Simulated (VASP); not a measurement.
Input of a VASP 6.6.1 run:

Contents of INCAR:

```
SYSTEM = Mg3SeS2
PREC     = Accurate       ! precision mode
ENCUT    = 520            ! plane-wave cutoff, eV
EDIFF    = 1E-6           ! SCF threshold, eV
ISMEAR   = 0              ! smearing method
SIGMA    = 0.1            ! smearing width, eV
LREAL    = .False.        ! projectors in reciprocal space
LASPH    = .True.         ! aspherical terms in the spheres
NELM     = 80             ! most SCF steps
ALGO     = Normal         ! electronic algorithm
ISIF     = 2              ! what is computed and relaxed
LWAVE    = .False.        ! write WAVECAR
LCHARG   = .True.         ! write CHGCAR
GGA      = PE             ! functional
LELF     = .True.         ! ELF
LVHAR    = .True.       
NBANDS   = 21             ! bands
```

Contents of KPOINTS:

```
regular mesh
0
Gamma
  4 4 4
  0 0 0
```

POSCAR

```
Mg3SeS2
1.0
    0.0000000000      3.5448913500      6.0845353700
    3.3372343300      0.0000000000      6.0845353700
    3.3372343300      3.5448913500      0.0000000000
Mg Se S
3 1 2
Direct
    0.1987812600      0.1987812600      0.8012187400
    0.8012187400      0.8012187400      0.1987812600
    0.5000000000      0.5000000000      0.5000000000
    0.0000000000      0.0000000000      0.0000000000
    0.2721114500      0.7278885500      0.2721114500
    0.7278885500      0.2721114500      0.7278885500
```

Potentials or basis: VASP PAW PBE potentials, release 64 (Mg, Se, S).

Run with:

```bash
$ cat potpaw_PBE.64/Mg/POTCAR potpaw_PBE.64/Se/POTCAR potpaw_PBE.64/S/POTCAR > POTCAR
$ mpirun -np 1 vasp_std > vasp.out
```

(1) What does it give for the band gap on the k mesh?

(2) Predict the largest force.

(3) Predict the pressure.

## Answers

(1) zero (band 12 reaches 3.37 eV, above the bottom of band 13 at 2.98 eV).

(2) 14.864 eV/Å.

(3) 48.5 GPa.

Caveat: forces of over 1 eV/Å act on the atoms, so gaps and moduli don't describe the material at rest.
